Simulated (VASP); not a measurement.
Wanted: the native input for a VASP 6.6.1 run.

| Item | Value |
| --- | --- |
| Task | single point |
| Functional | PBE |
| Potentials or basis | VASP PAW PBE potentials, release 64 (Si, Bi_d, S) |
| Cutoff | 520 eV |
| k mesh | 6 × 6 × 2 |
| Occupations | gaussian, width 0.1 eV |
| Spin | no spin polarisation |
| Dipole correction | no |
| Further INCAR settings | ALGO = Normal; EDIFF = 1e-06; NBANDS = 30 |

The structure of Si2Bi2S lies in POSCAR:

```
Si2Bi2S
1.0
    3.3578728674     -0.0000000024      0.0000000000
   -1.6789364316      2.9080032070      0.0000000000
    0.0000000000      0.0000000000     13.5527570849
Si Bi S
2 2 1
Direct
    0.0000000000      0.0000000000      0.3443697800
    0.0000000000      0.0000000000      0.6556302200
    0.0000000000      0.0000000000      0.1153233405
    0.0000000000      0.0000000000      0.8846766595
    0.0000000000      0.0000000000      0.5000000000
```

The cell was generated, and may not be a known phase.

The input as run:

INCAR

```
  PREC = Accurate
  ENCUT = 520
  EDIFF = 1E-6
  ISMEAR = 0
  SIGMA = 0.1
  LREAL = False
  LASPH = True
  NELM = 80
  ALGO = Normal
  ISIF = 2
  LWAVE = False
  LCHARG = False
  GGA = PE
  NBANDS = 30
```

KPOINTS

```
regular mesh
0
Gamma
  6 6 2
```

Potentials or basis: VASP PAW PBE potentials, release 64 (Si, Bi_d, S).

Launch:

```bash
$ cat potpaw_PBE.64/Si/POTCAR potpaw_PBE.64/Bi_d/POTCAR potpaw_PBE.64/S/POTCAR > POTCAR
$ mpirun -np 1 vasp_std > vasp.out
```

It gave:

```yaml
Pressure: 0.1 GPa
Largest_force: 0.026 eV/Å
Band_gap_on_the_k_mesh: zero (bands 22 and 23 overlap by 5.62 eV)
```

Caveat: the k points lie up to 0.36 Å⁻¹ apart, too coarse for converged energies and pressures of a metal; spin-orbit coupling is left out, which moves the levels of the heavy elements.

Run time: 2.1 min on 1 thread of Intel Xeon 8259CL, with other jobs on the host, peak memory 0.29 GiB.
